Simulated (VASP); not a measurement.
Set up this calculation in VASP 6.6.1, as the native input.

| Quantity | Value |
| --- | --- |
| Task | single point |
| Functional | LDA |
| Potentials or basis | VASP PAW LDA potentials, release 64 (B, P) |
| Cutoff | 520 eV |
| k mesh | 12 × 12 × 12 |
| Occupations | fermi-dirac, width 0.08 eV |
| Spin | no spin polarisation |
| Dipole correction | no |
| Further INCAR settings | ALGO = Normal; EDIFF = 1e-07; NBANDS = 11 |

The structure of BP lies in POSCAR:

```
BP
1.0
    0.0000000000      2.2916900000      2.2690000000
    2.2916900000      0.0000000000      2.2690000000
    2.2916900000      2.2916900000      0.0000000000
B P
1 1
Direct
    0.0000000000      0.0000000000      0.0000000000
    0.7500000000      0.7500000000      0.7500000000
```

This cell differs from its parent crystal: equal xx and yy strain of +1 %.

These files were run (other wordings do the same):

INCAR

```
SYSTEM = BP
  ALGO = Normal
  EDIFF = 1E-7
  ENCUT = 520
  ISIF = 2
  ISMEAR = -1
  LASPH = .True.
  LCHARG = .True.
  LELF = .True.
  LREAL = .False.
  LVHAR = .True.
  LWAVE = .False.
  NBANDS = 11
  NELM = 80
  PREC = Accurate
  SIGMA = 0.08
```

KPOINTS

```
k-points
0
Gamma
  12 12 12
  0 0 0
```

Potentials or basis: VASP PAW LDA potentials, release 64 (B, P).

Command:

```console
$ cat potpaw_LDA.64/B/POTCAR potpaw_LDA.64/P/POTCAR > POTCAR
$ mpirun -np 1 vasp_std > vasp.out
```

Results of the run:

```json
{
  "Pressure": "-8.3 GPa",
  "Band gap on the k mesh": "1.06 eV, indirect (least direct gap 3.25 eV)"
}
```

Caveat: the cell differs from its parent crystal (equal xx and yy strain of +1 %).

Run time: 50 s on 1 thread of Intel Xeon 8259CL, with other jobs on the host, peak memory 0.15 GiB.
